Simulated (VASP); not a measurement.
The system is SrO.

```
CELL_PARAMETERS angstrom
1.94120 -4.92541 0.00000
1.94120 4.92541 0.00000
0.00000 0.00000 3.75981
ATOMIC_POSITIONS crystal
Sr 0.86200 0.13800 0.75000
Sr 0.13800 0.86200 0.25000
O 0.58300 0.41700 0.75000
O 0.41700 0.58300 0.25000
```

```yaml
Program: VASP 6.6.1
Task: relaxation of cell and atoms
Functional: PBE
Potentials_or_basis: VASP PAW PBE potentials, release 64 (Sr_sv, O)
Cutoff: 600 eV
k_mesh: 6 × 6 × 4
Occupations: gaussian, width 0.1 eV
Spin: no spin polarisation
```

At the start: pressure -3.8 GPa; volume 17.97 Å³/atom.

Task: Where does the relaxation end?

Result: Over 22 steps the energy falls by 692.5 meV/atom and the volume is 19.25 Å³/atom (+7.1 %); space group Cmcm (No. 63, to 0.05 Å).

The path:
```
step  energy change (eV)  largest force (eV/Å)  pressure (GPa)  volume (Å³)
   1              0.0000                3.5976           -3.77        71.90
   2             -1.9615                1.8762           -0.46        66.99
   3             -2.1608                1.2640            2.04        64.84
   4             -2.1593                1.1702            2.50        64.48
   5             -2.4588                0.6137           -0.20        66.40
   6             -2.4933                0.4952           -1.46        67.34
   7             -2.5558                0.4178            0.96        65.94
   8             -2.5702                0.3318            2.98        64.96
   9             -2.6163                0.2428            2.43        65.96
  10             -2.7047                0.0448            1.73        68.89
  11             -2.7133                0.2522            2.50        74.44
  12             -2.7193                0.4173           -3.21        82.24
  13             -2.7550                0.1235           -0.70        78.41
  14             -2.7638                0.0710            0.64        77.51
  15             -2.7661                0.0865            0.21        77.79
  16             -2.7672                0.0481           -0.24        78.15
  17             -2.7672                0.0490           -0.24        78.14
  18             -2.7680                0.0512           -0.06        77.86
  19             -2.7682                0.0818            0.06        77.68
  20             -2.7688                0.0620           -0.04        77.56
  21             -2.7694                0.0333           -0.21        77.34
  22             -2.7700                0.0268           -0.07        76.98
```

Final structure:
```xyz
4
Lattice="1.7667 -5.9566 0.0000 1.7667 5.9566 0.0000 0.0000 0.0000 3.6577" Properties=species:S:1:pos:R:3 pbc="T T T"
Sr    1.7667   -4.2639    2.7433
Sr    1.7667    4.2639    0.9144
O     1.7667   -1.7765    2.7433
O     1.7667    1.7765    0.9144
```
